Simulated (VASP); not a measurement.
# KF (R-3m) in VASP: a series of runs

Runs on KF. Level: PBE. Tasks: single point.

All numbers are computed with VASP 6.6.1; they aren't measurements. Logs are shortened: lines on timing, memory, paths and dates and some standing lists are left out, and cuts for length are marked.

## (1) The cell of the first run

It takes space group R-3m (No. 166, trigonal). Conventional cell: a = 3.772 Å, b = 3.772 Å, c = 10.010 Å, α = 90.00°, β = 90.00°, γ = 120.00°. K (site symmetry -3m) has 6 F at 2.74 Å within 3.6 Å. F (site symmetry -3m) has 6 K at 2.74 Å within 3.6 Å.

## (2) Single point, PBE (20.55 Å³/atom)

INCAR reads:

```
SYSTEM = KF
PREC     = Accurate       ! precision mode
ENCUT    = 520            ! plane-wave cutoff, eV
EDIFF    = 1E-7           ! SCF threshold, eV
ISMEAR   = 0              ! smearing method
SIGMA    = 0.05           ! smearing width, eV
LREAL    = .FALSE.        ! projectors in reciprocal space
LASPH    = .TRUE.         ! aspherical terms in the spheres
NELM     = 60             ! most SCF steps
ALGO     = Normal         ! electronic algorithm
ISIF     = 2              ! what is computed and relaxed
LWAVE    = .FALSE.        ! write WAVECAR
LCHARG   = .FALSE.        ! write CHGCAR
GGA      = PE             ! functional
NBANDS   = 15             ! bands
```

KPOINTS reads:

```
regular mesh
0
G
  8 8 8
  0 0 0
```

POSCAR reads:

```
KF
1.0
    0.1484580009      2.8153681976      2.8153681976
    2.8153681976      0.1484580009      2.8153681976
    2.8153681976      2.8153681976      0.1484580009
K F
1 1
Direct
    0.0000000000      0.0000000000      0.0000000000
    0.5000000000      0.5000000000      0.5000000000
```

Potentials or basis: VASP PAW PBE potentials, release 64 (K_sv, F).

Started as:

```bash
$ cat potpaw_PBE.64/K_sv/POTCAR potpaw_PBE.64/F/POTCAR > POTCAR
$ mpirun -np 1 vasp_std > vasp.out
```

OUTCAR:

```text
SYSTEM = KF
   PREC = Accurate
   ENCUT = 520
   EDIFF = 1E-7
   ISMEAR = 0
   LREAL = .FALSE.
   LASPH = .TRUE.
   NELM = 60
   ISIF = 2
   GGA = PE

 ion  position               nearest neighbor table
   1  0.000  0.000  0.000-   2 2.74   2 2.74   2 2.74   2 2.74   2 2.74   2 2.74
   2  0.500  0.500  0.500-   1 2.74   1 2.74   1 2.74   1 2.74   1 2.74   1 2.74

  LATTYP: Found a trigonal (rhomboedric) cell.
 ALAT       =     3.9842986778
 COS(alpha) =     0.5519638990

  Lattice vectors:

 A1 = (   0.1484580009,   2.8153681976,   2.8153681976)
 A2 = (   2.8153681976,   0.1484580009,   2.8153681976)
 A3 = (   2.8153681976,   2.8153681976,   0.1484580009)

Analysis of symmetry for initial positions (statically):
=====================================================================
 Subroutine PRICEL returns:
 Original cell was already a primitive cell.

 Routine SETGRP: Setting up the symmetry group for a
 trigonal (rhombohedral) supercell.

 Subroutine GETGRP returns: Found 12 space group operations
 (whereof 12 operations were pure point group operations)
 out of a pool of 12 trial point group operations.

The static configuration has the point symmetry D_3d.

Analysis of symmetry for dynamics (positions and initial velocities):
=====================================================================
 Subroutine PRICEL returns:
 Original cell was already a primitive cell.

 Routine SETGRP: Setting up the symmetry group for a
 trigonal (rhombohedral) supercell.

 Subroutine GETGRP returns: Found 12 space group operations
 (whereof 12 operations were pure point group operations)
 out of a pool of 12 trial point group operations.

The dynamic configuration has the point symmetry D_3d.

 Subroutine INISYM returns: Found 12 space group operations
 (whereof 12 operations are pure point group operations),
 and found     1 'primitive' translations

----------------------------------------------------------------------------------------

                                     Primitive cell

  volume of cell :      41.1040

  direct lattice vectors                    reciprocal lattice vectors
     0.148458001  2.815368198  2.815368198    -0.192299005  0.182666752  0.182666752
     2.815368198  0.148458001  2.815368198     0.182666752 -0.192299005  0.182666752
     2.815368198  2.815368198  0.148458001     0.182666752  0.182666752 -0.192299005

  length of vectors
     3.984298678  3.984298678  3.984298678     0.322045325  0.322045325  0.322045325

  position of ions in fractional coordinates (direct lattice)
     0.000000000  0.000000000  0.000000000
     0.500000000  0.500000000  0.500000000

  ion indices of the primitive-cell ions
   primitive index   ion index
                 1           1
                 2           2

----------------------------------------------------------------------------------------

 KPOINTS: regular mesh

Automatic generation of k-mesh.
 Grid dimensions read from file:
 generate k-points for:    8    8    8

 Generating k-lattice:

  Cartesian coordinates                     Fractional coordinates (reciprocal lattice)
    -0.024037376  0.022833344  0.022833344     0.125000000  0.000000000  0.000000000
     0.022833344 -0.024037376  0.022833344     0.000000000  0.125000000  0.000000000
     0.022833344  0.022833344 -0.024037376     0.000000000  0.000000000  0.125000000

  Length of vectors
     0.040255666  0.040255666  0.040255666

  Shift w.r.t. Gamma in fractional coordinates (k-lattice)
     0.000000000  0.000000000  0.000000000

 Subroutine IBZKPT returns following result:
 ===========================================

 Found     65 irreducible k-points:

 Following reciprocal coordinates:
            Coordinates               Weight
  0.000000  0.000000  0.000000      1.000000
  0.125000  0.000000  0.000000      6.000000
  0.250000  0.000000  0.000000      6.000000
  0.375000  0.000000  0.000000      6.000000
  0.500000  0.000000  0.000000      3.000000
  0.125000  0.125000  0.000000      6.000000
[... 16 lines left out ...]
  0.250000  0.125000  0.125000      6.000000
  0.375000  0.125000  0.125000      6.000000
 [... further k-points ...]
   k-points           NKPTS =     65   k-points in BZ     NKDIM =     65   number of bands    NBANDS=     15
   number of dos      NEDOS =    301   number of ions     NIONS =      2
   total plane-waves  NPLWV =  27000
   dimension x,y,z NGX =    30 NGY =   30 NGZ =   30
   dimension x,y,z NGXF=    60 NGYF=   60 NGZF=   60
   ions per type =               1   1
   NGX,Y,Z   is equivalent  to a cutoff of  12.52, 12.52, 12.52 a.u.
   NGXF,Y,Z  is equivalent  to a cutoff of  25.04, 25.04, 25.04 a.u.
 SYSTEM =  KF
   PREC   = accura    normal or accurate (medium, high low for compatibility)
   ISTART =      0    job   : 0-new  1-cont  2-samecut
   ICHARG =      2    charge: 1-file 2-atom 10-const
   ISPIN  =      1    spin polarized calculation?
   LNONCOLLINEAR =      F non collinear calculations
   LSORBIT =      F    spin-orbit coupling
   LASPH  =      T    aspherical Exc in radial PAW
   ENCUT  =  520.0 eV  38.22 Ry    6.18 a.u.   7.41  7.41  7.41*2*pi/ulx,y,z
   NELM   =     60;   NELMIN=  2; NELMDL= -5     # of ELM steps
   EDIFF  = 0.1E-06   stopping-criterion for ELM
   LREAL  =      F    real-space projection
   EDIFFG = 0.1E-05   stopping-criterion for IOM
   NSW    =      0    number of steps for IOM
   IBRION =     -1    ionic relax: 0-MD 1-quasi-New 2-CG
   NFREE  =      0    steps in history (QN), initial steepest desc. (CG)
   ISIF   =      2    stress and relaxation
   ISYM   =      2    0-nonsym 1-usesym 2-fastsym
   POTIM  = 0.5000    time-step for ionic-motion
   TEBEG  =    0.0;   TEEND  =   0.0 temperature during run
   PSTRESS=    0.0 pullay stress
   NELECT =      16.0000    total number of electrons
   NUPDOWN=      -1.0000    fix difference up-down
   EMIN   =  10.00;   EMAX   =-10.00  energy-range for DOS
   EFERMI =   0.00;   METHOD = LEGACY
   ISMEAR =     0;   SIGMA  =   0.05  broadening in eV -4-tet -1-fermi 0-gaus
   EFERMI_NEDOS =   21; number of points for ismear=-14 and -15
   IALGO  =     38    algorithm
   IMIX   =      4    mixing-type and parameters
     AMIX     =   0.40;   BMIX     =  1.00
     AMIX_MAG =   1.60;   BMIX_MAG =  1.00
  volume/ion in A,a.u.               =      20.55       138.69
  Fermi-wavevector in a.u.,A,eV,Ry     =   1.195327  2.258841 19.440100  1.428807
  Thomas-Fermi vector in A             =   2.331295
   LORBIT       =      0    0 simple, 1 ext, 2 COOP (PROOUT), +10 PAW based schemes
   GGA     = PE    functional components
   LHFCALC =     F    Hartree Fock is set to
   AEXX    =    0.0000 exact exchange contribution
   IVDW    =     0    specifies the selected vdW correction
   LEPSILON=     F    determine dielectric tensor
   LRPA    =     F    only Hartree local field effects (RPA)
 non-spin polarized calculation
 Gauss-broadening in eV      SIGMA  =   0.05
  energy-cutoff  :      520.00
  volume of cell :       41.10
 maximum number of plane-waves:      1118
 NGX is ok and might be reduce to    30
   NGX = 15   NGY = 15   NGZ = 15

 number of electron      15.9999990 magnetization

 Free energy of the ion-electron system (eV)
  ---------------------------------------------------
  ext. energy  EPLUGINS =         0.00000000
  ---------------------------------------------------
  free energy    TOTEN  =        -8.28056687 eV

  energy without entropy =       -8.28056687  energy(sigma->0) =       -8.28056687

 E-fermi :  -2.7210     XC(G=0):  -8.0765

 val. band max:       -2.9383945479   @ k =   0.0000   0.0000   0.0000
 cond. band min:       2.7887166632   @ k =   0.0000   0.0000   0.0000
 fundamental gap:      5.7271112112
 Fermi energy:        -2.7209564062

 k-point     1 :       0.0000    0.0000    0.0000
  band No.  band energies     occupation
      1     -29.3713      2.00000
      2     -21.5902      2.00000
      3     -12.6778      2.00000
      4     -12.6582      2.00000
      5     -12.6582      2.00000
      6      -3.0282      2.00000
      7      -2.9384      2.00000
      8      -2.9384      2.00000
      9       2.7887      0.00000
     10       7.0137      0.00000
     11       7.6776      0.00000
     12       7.6776      0.00000
     13       9.0942      0.00000
     14       9.0942      0.00000
     15      13.4356      0.00000

 k-point     2 :       0.1250    0.0000    0.0000
  band No.  band energies     occupation
      1     -29.3607      2.00000
      2     -21.5972      2.00000
      3     -12.7020      2.00000
      4     -12.6778      2.00000
      5     -12.6670      2.00000
      6      -3.0945      2.00000
      7      -3.0526      2.00000
      8      -2.9816      2.00000
      9       3.2116      0.00000
     10       7.1639      0.00000
     11       7.4399      0.00000
     12       7.9079      0.00000
     13       9.1758      0.00000
     14       9.2011      0.00000
     15      14.1918      0.00000

 k-point     3 :       0.2500    0.0000    0.0000
  band No.  band energies     occupation
      1     -29.3350      2.00000
      2     -21.6138      2.00000
      3     -12.8051      2.00000
      4     -12.6881      2.00000
      5     -12.6791      2.00000
      6      -3.3556      2.00000
      7      -3.1863      2.00000
      8      -3.0840      2.00000
      9       4.2791      0.00000
     10       6.8988      0.00000
     11       7.7815      0.00000
     12       8.4730      0.00000
     13       9.4796      0.00000
     14       9.5646      0.00000
     15      15.1115      0.00000

 k-point     4 :       0.3750    0.0000    0.0000
  band No.  band energies     occupation
      1     -29.3092      2.00000
      2     -21.6305      2.00000
      3     -12.9065      2.00000
      4     -12.7090      2.00000
      5     -12.6803      2.00000
      6      -3.5950      2.00000
      7      -3.3010      2.00000
      8      -3.1835      2.00000
      9       5.4221      0.00000
     10       6.8494      0.00000
     11       8.2619      0.00000
     12       8.9376      0.00000
     13      10.1161      0.00000
     14      10.3412      0.00000
     15      13.4777      0.00000
[... 307 lines left out ...]
 k-point    22 :       0.1250    0.1250    0.1250
  band No.  band energies     occupation
      1     -29.3638      2.00000
      2     -21.6001      2.00000
      3     -12.6988      2.00000
      4     -12.6608      2.00000
      5     -12.6608      2.00000
      6      -3.1452      2.00000
      7      -2.9736      2.00000
      8      -2.9736      2.00000
      9       3.1488      0.00000
     10       6.8911      0.00000
     11       7.8165      0.00000
     12       7.8165      0.00000
     13       9.2464      0.00000
     14       9.2464      0.00000
     15      13.9286      0.00000

 k-point    23 :       0.2500    0.1250    0.1250
  band No.  band energies     occupation
      1     -29.3498      2.00000
      2     -21.6102      2.00000
      3     -12.7201      2.00000
      4     -12.7118      2.00000
      5     -12.6617      2.00000
      6      -3.2873      2.00000
      7      -3.0557      2.00000
      8      -3.0107      2.00000
      9       3.7331      0.00000
     10       6.7901      0.00000
     11       7.9482      0.00000
     12       8.0658      0.00000
     13       9.4199      0.00000
     14       9.4526      0.00000
     15      14.7235      0.00000

 k-point    24 :       0.3750    0.1250    0.1250
  band No.  band energies     occupation
      1     -29.3244      2.00000
      2     -21.6232      2.00000
      3     -12.8328      2.00000
      4     -12.7230      2.00000
      5     -12.6831      2.00000
      6      -3.4676      2.00000
      7      -3.1527      2.00000
      8      -3.1369      2.00000
      9       4.8075      0.00000
     10       6.6990      0.00000
     11       8.1114      0.00000
     12       8.6621      0.00000
     13       9.7497      0.00000
     14      10.0027      0.00000
     15      14.1661      0.00000

 [... further k-points ...]

------------------------ aborting loop because EDIFF is reached ----------------------------------------

  FORCE on cell =-STRESS in cart. coord.  units (eV):
  Direction    XX          YY          ZZ          XY          YZ          ZX
  --------------------------------------------------------------------------------------
  -------------------------------------------------------------------------------------
  Total       -0.2410911     -0.2410911     -0.2410911     -0.2187282     -0.2187282     -0.2187282
  in kB       -9.3973996     -9.3973996     -9.3973996     -8.5257244     -8.5257244     -8.5257244
  external PRESSURE =      -9.3973996 kB  Pullay stress =       0.0000000 kB

 VOLUME and BASIS-vectors are now :
 -----------------------------------------------------------------------------
  energy-cutoff  :      520.00
  volume of cell :       41.10
      direct lattice vectors                 reciprocal lattice vectors
     0.148458001  2.815368198  2.815368198    -0.192299005  0.182666752  0.182666752
     2.815368198  0.148458001  2.815368198     0.182666752 -0.192299005  0.182666752
     2.815368198  2.815368198  0.148458001     0.182666752  0.182666752 -0.192299005

 POSITION                                       TOTAL-FORCE (eV/Angst)
 -----------------------------------------------------------------------------------
      0.00000      0.00000      0.00000        -0.000000      0.000000     -0.000000
      2.88960      2.88960      2.88960         0.000000     -0.000000      0.000000
 -----------------------------------------------------------------------------------
    total drift:                                0.000000      0.000000      0.000000

  FREE ENERGIE OF THE ION-ELECTRON SYSTEM (eV)
  ---------------------------------------------------
  free  energy   TOTEN  =        -8.2805668692 eV

  energy  without entropy=       -8.2805668692  energy(sigma->0) =       -8.28056687
```

Run time: 51 s. Hardware: 1 thread of Intel Xeon Platinum 8259CL at 2.50GHz (Skylake/Cascade Lake), shared host; peak memory 0.19 GiB.

What came out:

```yaml
Free_energy: -8.2806 eV
Pressure: -0.9 GPa
Band_gap_on_the_k_mesh: 5.73 eV
```

Stress tensor (GPa, compression positive):
```
-0.94 -0.85 -0.85
-0.85 -0.94 -0.85
-0.85 -0.85 -0.94
```

A k mesh can miss the band edges.

## (3) Single point, PBE (20.55 Å³/atom)

INCAR reads:

```
SYSTEM = KF
ALGO = Normal
EDIFF = 1E-7
ENCUT = 520
GGA = PE
ISIF = 2
ISMEAR = 0
LASPH = .True.
LCHARG = .False.
LREAL = .False.
LWAVE = .False.
NBANDS = 15
NELM = 60
PREC = Accurate
SIGMA = 0.05
```

KPOINTS reads:

```
k-points
0
Gamma
  8 8 8
  0 0 0
```

POSCAR reads:

```
KF
1.0
   -0.1444165379      2.6688926425      2.6688926425
    2.6688926425     -0.1444165379      2.6688926425
    2.6688926425      2.6688926425     -0.1444165379
K F
1 1
Direct
    0.0000000000      0.0000000000      0.0000000000
    0.5000000000      0.5000000000      0.5000000000
```

Potentials or basis: VASP PAW PBE potentials, release 64 (K_sv, F).

Started as:

```bash
$ cat potpaw_PBE.64/K_sv/POTCAR potpaw_PBE.64/F/POTCAR > POTCAR
$ mpirun -np 1 vasp_std > vasp.out
```

It took 40 s on 1 thread of Intel Xeon Platinum 8259CL at 2.50GHz (Skylake/Cascade Lake), shared host; peak memory 0.17 GiB.

Results (log left out):

- Free energy: -8.2838 eV
- Pressure: -0.9 GPa
- Band gap on the k mesh: 5.72 eV

Stress tensor (GPa, compression positive):
```
-0.94  0.62  0.62
 0.62 -0.94  0.62
 0.62  0.62 -0.94
```

Levels at points of the mesh, in eV from the valence-band top:
| k point | band 4 | band 5 | band 6 | band 7 | band 8 | band 9 | band 10 | band 11 | band 12 | band 13 |
| --- | --- | --- | --- | --- | --- | --- | --- | --- | --- | --- |
| (0.00, 0.00, 0.00) | -9.74 | -9.73 | -0.07 | -0.07 | 0.00 | 5.72 | 10.12 | 10.12 | 10.93 | 12.01 |
| (0.50, 0.00, 0.00) | -9.76 | -9.75 | -0.77 | -0.36 | -0.25 | 8.60 | 9.93 | 11.26 | 11.98 | 13.59 |
| (0.50, 0.50, 0.00) | -9.93 | -9.87 | -0.30 | -0.16 | -0.09 | 8.06 | 9.79 | 11.18 | 13.06 | 13.55 |
| (0.50, 0.50, 0.50) | -9.80 | -9.80 | -0.76 | -0.42 | -0.42 | 8.86 | 10.23 | 11.70 | 11.70 | 13.80 |

A k mesh can miss the band edges. Expect the measured gap to be larger: semilocal functionals such as PBE lack the derivative discontinuity.

[end of part 1 of 2]
